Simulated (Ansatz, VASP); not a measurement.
## Cu: VASP beside Ansatz

```
Cu
1.0
    -1.44509    1.44509    1.36001
     1.44509   -1.44509    1.36001
     2.89018    2.89018    0.00000
Cu
2
Direct
  0.08563 0.91437 0.00000
  0.41437 0.58563 0.50000
```

Change from the starting cell: mode 1 (-52.0 1/cm) frozen in, largest displacement +0.350 Å.

Alike in both runs: task single point; functional PBEsol; k mesh 26 × 26 × 14; occupations gaussian, width 0.15 eV; no spin polarisation.

|  | VASP | Ansatz |
| --- | --- | --- |
| version | VASP 6.6.1 | Ansatz 0.2.0 |
| potentials or method | VASP PAW PBE potentials, release 64 (Cu), cutoff 520 eV | scalar-relativistic, plane waves, PAW |
| valence electrons in the cell | 22 | 38 |

VASP gave:

```
gap on the k mesh at the Fermi level (eV)                     : none
pressure (GPa)                                                : 2.0
traceless stress, the component that is largest in VASP (GPa) : -6.99
rms of the force components (eV/Å)                            : 0.183
```

Question: Which values does Ansatz return?

Answer: gap on the k mesh at the Fermi level (eV): none; pressure (GPa): 1.2; traceless stress, the component that is largest in VASP (GPa): -6.98; rms of the force components (eV/Å): 0.182.

VASP's potentials were made for PBE, not for PBEsol. Atom by atom the forces differ by 0.001 eV/Å (rms over components). A gap of «none» marks a metal or a gap that the smearing closes. With one functional, cell and mesh, what is left measures potentials, basis and numerics. VASP's potentials hold 22 valence electrons a cell and Ansatz's 38, so a difference there can come from the potentials and not from the codes.
